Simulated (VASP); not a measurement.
# MgSe3 (Pm-3m) in VASP: a series of runs

Runs on MgSe3. Level: PBE. Tasks: single point, relaxation of cell and atoms.

All numbers are computed with VASP 6.6.1; they aren't measurements. Logs are shortened: lines on timing, memory, paths and dates and some standing lists are left out, and cuts for length are marked.

## (1) The cell of the first run

It takes space group Pm-3m (No. 221, cubic). The conventional cell has a = 4.383 Å, b = 4.383 Å, c = 4.383 Å, α = 90.00°, β = 90.00°, γ = 90.00°. Mg (site symmetry m-3m) has 12 Se at 3.10 Å within 4.1 Å. Se (site symmetry 4/mmm) has 4 Mg at 3.10 Å and 8 Se at 3.10 Å within 4.1 Å.

## (2) Single point, PBE

INCAR

```
  PREC = Accurate
  ENCUT = 520
  EDIFF = 1E-6
  ISMEAR = 0
  SIGMA = 0.1
  LREAL = False
  LASPH = True
  NELM = 100
  ALGO = Normal
  ISIF = 2
  LWAVE = False
  LCHARG = False
  GGA = PE
  NBANDS = 18
```

KPOINTS

```
regular mesh
0
Gamma
  10 10 10
```

POSCAR

```
MgSe3
1.0
    4.3827778274      0.0000000000      0.0000000000
    0.0000000000      4.3827778274      0.0000000000
    0.0000000000      0.0000000000      4.3827778274
Mg Se
1 3
Direct
    0.0000000000      0.0000000000      0.0000000000
    0.5000000000      0.0000000000      0.5000000000
    0.0000000000      0.5000000000      0.5000000000
    0.5000000000      0.5000000000      0.0000000000
```

Potentials or basis: VASP PAW PBE potentials, release 64 (Mg, Se).

Run with:

```
$ cat potpaw_PBE.64/Mg/POTCAR potpaw_PBE.64/Se/POTCAR > POTCAR
$ mpirun -np 1 vasp_std > vasp.out
```

OUTCAR:

```text
PREC = Accurate
   ENCUT = 520
   EDIFF = 1E-6
   ISMEAR = 0
   LREAL = False
   LASPH = True
   NELM = 100
   ISIF = 2
   GGA = PE

 ion  position               nearest neighbor table
   1  0.000  0.000  0.000-   2 3.10   3 3.10   4 3.10   2 3.10   3 3.10   3 3.10   4 3.10   3 3.10
                             2 3.10   4 3.10   2 3.10   4 3.10
   2  0.500  0.000  0.500-   1 3.10   1 3.10   1 3.10   1 3.10
   3  0.000  0.500  0.500-   1 3.10   1 3.10   1 3.10   1 3.10
   4  0.500  0.500  0.000-   1 3.10   1 3.10   1 3.10   1 3.10

  LATTYP: Found a simple cubic cell.
 ALAT       =     4.3827778274

  Lattice vectors:

 A1 = (   4.3827778274,   0.0000000000,   0.0000000000)
 A2 = (   0.0000000000,   4.3827778274,   0.0000000000)
 A3 = (   0.0000000000,   0.0000000000,   4.3827778274)

Analysis of symmetry for initial positions (statically):
=====================================================================
 Subroutine PRICEL returns:
 Original cell was already a primitive cell.

 Routine SETGRP: Setting up the symmetry group for a
 simple cubic supercell.

 Subroutine GETGRP returns: Found 48 space group operations
 (whereof 48 operations were pure point group operations)
 out of a pool of 48 trial point group operations.

The static configuration has the point symmetry O_h .

Analysis of symmetry for dynamics (positions and initial velocities):
=====================================================================
 Subroutine PRICEL returns:
 Original cell was already a primitive cell.

 Routine SETGRP: Setting up the symmetry group for a
 simple cubic supercell.

 Subroutine GETGRP returns: Found 48 space group operations
 (whereof 48 operations were pure point group operations)
 out of a pool of 48 trial point group operations.

The dynamic configuration has the point symmetry O_h .

 Subroutine INISYM returns: Found 48 space group operations
 (whereof 48 operations are pure point group operations),
 and found     1 'primitive' translations

----------------------------------------------------------------------------------------

                                     Primitive cell

  volume of cell :      84.1876

  direct lattice vectors                    reciprocal lattice vectors
     4.382777827  0.000000000  0.000000000     0.228165798  0.000000000  0.000000000
     0.000000000  4.382777827  0.000000000     0.000000000  0.228165798  0.000000000
     0.000000000  0.000000000  4.382777827     0.000000000  0.000000000  0.228165798

[... 89 lines left out ...]
   EDIFFG = 0.1E-04   stopping-criterion for IOM
   NSW    =      0    number of steps for IOM
   IBRION =     -1    ionic relax: 0-MD 1-quasi-New 2-CG
   NFREE  =      0    steps in history (QN), initial steepest desc. (CG)
   ISIF   =      2    stress and relaxation
   ISYM   =      2    0-nonsym 1-usesym 2-fastsym
   POTIM  = 0.5000    time-step for ionic-motion
   TEBEG  =    0.0;   TEEND  =   0.0 temperature during run
   PSTRESS=    0.0 pullay stress
   NELECT =      20.0000    total number of electrons
   NUPDOWN=      -1.0000    fix difference up-down
   EMIN   =  10.00;   EMAX   =-10.00  energy-range for DOS
   EFERMI =   0.00;   METHOD = LEGACY
   ISMEAR =     0;   SIGMA  =   0.10  broadening in eV -4-tet -1-fermi 0-gaus
   EFERMI_NEDOS =   21; number of points for ismear=-14 and -15
   IALGO  =     38    algorithm
   IMIX   =      4    mixing-type and parameters
     AMIX     =   0.40;   BMIX     =  1.00
     AMIX_MAG =   1.60;   BMIX_MAG =  1.00
  volume/ion in A,a.u.               =      21.05       142.03
  Fermi-wavevector in a.u.,A,eV,Ry     =   1.013916  1.916024 13.987142  1.028026
  Thomas-Fermi vector in A             =   2.147113
   LORBIT       =      0    0 simple, 1 ext, 2 COOP (PROOUT), +10 PAW based schemes
   GGA     = PE    functional components
   LHFCALC =     F    Hartree Fock is set to
   AEXX    =    0.0000 exact exchange contribution
   IVDW    =     0    specifies the selected vdW correction
   LEPSILON=     F    determine dielectric tensor
   LRPA    =     F    only Hartree local field effects (RPA)
 non-spin polarized calculation
 Gauss-broadening in eV      SIGMA  =   0.10
  energy-cutoff  :      520.00
  volume of cell :       84.19
 maximum number of plane-waves:      2301
 NGX is ok and might be reduce to    36
   NGX = 17   NGY = 17   NGZ = 17

 number of electron      20.0000004 magnetization

 Free energy of the ion-electron system (eV)
  ---------------------------------------------------
  ext. energy  EPLUGINS =         0.00000000
  ---------------------------------------------------
  free energy    TOTEN  =       -11.71353581 eV

  energy without entropy =      -11.70293326  energy(sigma->0) =      -11.70823454

 E-fermi :   4.9295     XC(G=0):  -9.9423

 val. band max:        4.9078660931   @ k =   0.3000   0.3000   0.2000
 cond. band min:       4.9439994568   @ k =   0.4000   0.4000   0.3000
 fundamental gap:      0.0361333637
 Fermi energy:         4.9295292498

 k-point     1 :       0.0000    0.0000    0.0000
  band No.  band energies     occupation
      1     -10.4684      2.00000
      2      -6.8957      2.00000
      3      -6.8957      2.00000
      4      -0.3717      2.00000
      5      -0.3717      2.00000
      6      -0.3717      2.00000
[... 481 lines left out ...]
      5       0.4586      2.00000
      6       0.8474      2.00000
[... 10 lines left out ...]
     17      11.8819      0.00000
     18      11.9720      0.00000

 [... further k-points ...]

------------------------ aborting loop because EDIFF is reached ----------------------------------------

  FORCE on cell =-STRESS in cart. coord.  units (eV):
  Direction    XX          YY          ZZ          XY          YZ          ZX
  --------------------------------------------------------------------------------------
  -------------------------------------------------------------------------------------
  Total       -0.0332050     -0.0332050     -0.0332050     -0.0000000     -0.0000000      0.0000000
  in kB       -0.6319255     -0.6319255     -0.6319255     -0.0000000     -0.0000000      0.0000000
  external PRESSURE =      -0.6319255 kB  Pullay stress =       0.0000000 kB

 VOLUME and BASIS-vectors are now :
 -----------------------------------------------------------------------------
  energy-cutoff  :      520.00
  volume of cell :       84.19
      direct lattice vectors                 reciprocal lattice vectors
     4.382777827  0.000000000  0.000000000     0.228165798  0.000000000  0.000000000
     0.000000000  4.382777827  0.000000000     0.000000000  0.228165798  0.000000000
     0.000000000  0.000000000  4.382777827     0.000000000  0.000000000  0.228165798

 POSITION                                       TOTAL-FORCE (eV/Angst)
 -----------------------------------------------------------------------------------
      0.00000      0.00000      0.00000         0.000000      0.000000      0.000000
      2.19139      0.00000      2.19139         0.000000      0.000000      0.000000
      0.00000      2.19139      2.19139         0.000000      0.000000      0.000000
      2.19139      2.19139      0.00000         0.000000      0.000000      0.000000
 -----------------------------------------------------------------------------------
    total drift:                                0.000000      0.000000      0.000000

  FREE ENERGIE OF THE ION-ELECTRON SYSTEM (eV)
  ---------------------------------------------------
  free  energy   TOTEN  =       -11.7135358095 eV

  energy  without entropy=      -11.7029332622  energy(sigma->0) =      -11.70823454
```

Run time: 81 s. Hardware: 1 thread of AMD EPYC 7R43 (Zen 3), shared host; peak memory 0.21 GiB.

What came out:

* Free energy: -11.7135 eV
* Pressure: -0.1 GPa
* Band gap on the k mesh: zero (band 10 reaches 6.31 eV, above the bottom of band 11 at 4.40 eV)

## (3) Relaxation of cell and atoms, PBE

This run uses another cell than the first one, of 21.15 Å³/atom, 1.005 times its volume.

INCAR

```
PREC = Accurate ; ENCUT = 600
EDIFF = 1E-7 ; ISMEAR = 0
SIGMA = 0.1 ; LREAL = False
LASPH = True ; NELM = 100
ALGO = Normal ; ISIF = 3
LWAVE = False ; LCHARG = False
GGA = PE ; IBRION = 2
NSW = 100 ; EDIFFG = -0.01
```

KPOINTS

```
Automatic mesh
0
Gamma
  10 10 10
```

POSCAR

```
MgSe3
1.0
    4.3897800433      0.0000000000      0.0000000000
    0.0000000000      4.3897800433      0.0000000000
    0.0000000000      0.0000000000      4.3897800433
Mg Se
1 3
Direct
    0.0000000000      0.0000000000      0.0000000000
    0.5000000000      0.0000000000      0.5000000000
    0.0000000000      0.5000000000      0.5000000000
    0.5000000000      0.5000000000      0.0000000000
```

Potentials or basis: VASP PAW PBE potentials, release 64 (Mg, Se).

Run with:

```
$ cat potpaw_PBE.64/Mg/POTCAR potpaw_PBE.64/Se/POTCAR > POTCAR
$ mpirun -np 1 vasp_std > vasp.out
```

OUTCAR:

```text
PREC = Accurate
   ENCUT = 600
   EDIFF = 1E-7
   ISMEAR = 0
   LREAL = False
   LASPH = True
   NELM = 100
   ISIF = 3
   GGA = PE
   IBRION = 2
   NSW = 100
   EDIFFG = -0.01

 ion  position               nearest neighbor table
   1  0.000  0.000  0.000-   2 3.10   3 3.10   4 3.10   2 3.10   3 3.10   3 3.10   4 3.10   3 3.10
                             2 3.10   4 3.10   2 3.10   4 3.10
   2  0.500  0.000  0.500-   1 3.10   1 3.10   1 3.10   1 3.10
   3  0.000  0.500  0.500-   1 3.10   1 3.10   1 3.10   1 3.10
   4  0.500  0.500  0.000-   1 3.10   1 3.10   1 3.10   1 3.10

[... 659 lines left out ...]
  -------------------------------------------------------------------------------------
  Total        0.0227459      0.0227459      0.0227459     -0.0000000     -0.0000000      0.0000000
  in kB        0.4336557      0.4336557      0.4336557     -0.0000000     -0.0000000      0.0000000
  external PRESSURE =       0.4336557 kB  Pullay stress =       0.0000000 kB

 VOLUME and BASIS-vectors are now :
 -----------------------------------------------------------------------------
  energy-cutoff  :      600.00
  volume of cell :       84.04
      direct lattice vectors                 reciprocal lattice vectors
     4.380157450 -0.000000000 -0.000000000     0.228302295  0.000000000  0.000000000
     0.000000000  4.380157450 -0.000000000     0.000000000  0.228302295 -0.000000000
    -0.000000000  0.000000000  4.380157450     0.000000000  0.000000000  0.228302295

 POSITION                                       TOTAL-FORCE (eV/Angst)
 -----------------------------------------------------------------------------------
      0.00000      0.00000      0.00000         0.000000     -0.000000     -0.000000
      2.19008      0.00000      2.19008        -0.000000      0.000000     -0.000000
     -0.00000      2.19008      2.19008        -0.000000     -0.000000      0.000000
      2.19008      2.19008     -0.00000         0.000000     -0.000000     -0.000000
 -----------------------------------------------------------------------------------
    total drift:                                0.000000      0.000000      0.000000

  FREE ENERGIE OF THE ION-ELECTRON SYSTEM (eV)
  ---------------------------------------------------
  free  energy   TOTEN  =       -11.7136795886 eV

  energy  without entropy=      -11.7031483818  energy(sigma->0) =      -11.70841399

 reached required accuracy - stopping structural energy minimisation
```

CONTCAR:

```text
MgSe3
   1.00000000000000
     4.3801574504412635   -0.0000000000000000   -0.0000000000000000
     0.0000000000000000    4.3801574504412635   -0.0000000000000000
    -0.0000000000000000    0.0000000000000000    4.3801574504412635
  Mg              Se
     1     3
Direct
     0.0000000000000000    0.0000000000000000    0.0000000000000000
     0.5000000000000000    0.0000000000000000    0.5000000000000000
     0.0000000000000000    0.5000000000000000    0.5000000000000000
     0.5000000000000000    0.5000000000000000    0.0000000000000000

  0.00000000E+00  0.00000000E+00  0.00000000E+00
  0.00000000E+00  0.00000000E+00  0.00000000E+00
  0.00000000E+00  0.00000000E+00  0.00000000E+00
  0.00000000E+00  0.00000000E+00  0.00000000E+00
```

Run time: 1.8 min. Hardware: 1 thread of AMD EPYC 7R43 (Zen 3), shared host; peak memory 0.23 GiB.

Results:

```
Free energy                            : -11.7137 eV
Relaxed volume                         : 21.01 Å³/atom
Relaxed cell                           : a = 4.380 Å, b = 4.380 Å, c = 4.380 Å, α = 90.00°, β = 90.00°, γ = 90.00°
Space group after relaxing (to 0.05 Å) : Pm-3m (No. 221)
Energy gained by relaxing              : 0.1 meV/atom
Ionic steps                            : 2
Pressure after relaxing                : 0.0 GPa
Band gap on the k mesh                 : zero (band 10 reaches 6.34 eV, above the bottom of band 11 at 4.41 eV)
```

The path:
| step | energy change (eV) | largest force (eV/Å) | pressure (GPa) | volume (Å³) |
| --- | --- | --- | --- | --- |
| 1 | 0.0000 | 0.0000 | -0.34 | 84.59 |
| 2 | -0.0005 | 0.0000 | 0.04 | 84.04 |

Final structure:
```yaml
crystal:
  lattice:
    - [4.38016, 0.00000, 0.00000]
    - [0.00000, 4.38016, 0.00000]
    - [0.00000, 0.00000, 4.38016]
  atoms:
    - { symbol: Mg, position: [0.00000, 0.00000, 0.00000] }
    - { symbol: Se, position: [0.50000, 0.00000, 0.50000] }
    - { symbol: Se, position: [0.00000, 0.50000, 0.50000] }
    - { symbol: Se, position: [0.50000, 0.50000, 0.00000] }
```

Levels at points of the mesh, in eV from the Fermi level:
| k point | band 8 | band 9 | band 10 | band 11 | band 12 | band 13 |
| --- | --- | --- | --- | --- | --- | --- |
| (0.00, 0.00, 0.00) | -1.11 | -1.11 | -0.65 | 0.80 | 0.80 | 0.80 |
| (0.50, 0.00, 0.00) | -2.91 | -2.49 | -2.12 | 0.37 | 0.37 | 3.05 |
| (0.50, 0.50, 0.00) | -2.59 | -2.59 | -2.58 | 1.25 | 1.26 | 2.39 |
| (0.50, 0.50, 0.50) | -1.31 | 1.39 | 1.39 | 1.39 | 1.39 | 1.39 |

## (4) Single point, PBE

This run uses another cell than the first one, of 21.15 Å³/atom, 1.005 times its volume.

INCAR

```
SYSTEM = MgSe3
PREC = Accurate ; ENCUT = 520
EDIFF = 1E-6 ; ISMEAR = 0
SIGMA = 0.1 ; LREAL = .FALSE.
LASPH = .TRUE. ; NELM = 100
ALGO = Normal ; ISIF = 2
LWAVE = .FALSE. ; LCHARG = .FALSE.
GGA = PE ; NBANDS = 18
```

KPOINTS

```
regular mesh
0
G
  4 4 4
  0 0 0
```

POSCAR is that of step 3.

Run with:

```
$ cat potpaw_PBE.64/Mg/POTCAR potpaw_PBE.64/Se/POTCAR > POTCAR
$ mpirun -np 1 vasp_std > vasp.out
```

It took 21 s on 1 thread of AMD EPYC 7R43 (Zen 3), shared host; peak memory 0.17 GiB.

It converged, with:

| Quantity | Value |
| --- | --- |
| Free energy | -11.5811 eV |
| Pressure | 0.1 GPa |
| Band gap on the k mesh | zero (band 10 reaches 6.25 eV, above the bottom of band 11 at 4.43 eV) |

Levels at points of the mesh, in eV from the Fermi level:
```
           k point  band 6  band 7  band 8  band 9  band 10  band 11  band 12  band 13  band 14  band 15
(0.00, 0.00, 0.00)   -5.18   -1.02   -1.02   -1.02    -0.56     0.89     0.89     0.89     4.76     4.76
(0.50, 0.00, 0.00)   -3.96   -2.80   -2.80   -2.38    -2.01     0.45     0.45     3.14     3.69     5.93
(0.50, 0.50, 0.00)   -2.83   -2.83   -2.48   -2.48    -2.46     1.33     1.33     2.46     3.22     6.69
(0.50, 0.50, 0.50)   -5.71   -5.71   -1.21    1.46     1.46     1.46     1.47     1.47     8.22     8.22
```

## (5) Summary

```csv
task,cell,k mesh,cutoff (eV),gap on the mesh (eV),pressure (GPa)
single point,"a = 4.383 Å, 4 atoms",10 × 10 × 10,520,none,-0.1
relaxation of cell and atoms,"relaxed from a = 4.390 Å, 4 atoms",10 × 10 × 10,600,none,0.0
single point,"a = 4.390 Å, 4 atoms",4 × 4 × 4,520,none,0.1
```

Alike in all rows: level PBE; potentials or basis VASP PAW PBE potentials, release 64 (Mg, Se); no spin polarisation; smearing gaussian 0.1 eV.

Total energies depend on the potentials used, so only differences within one code and one set of settings carry meaning.
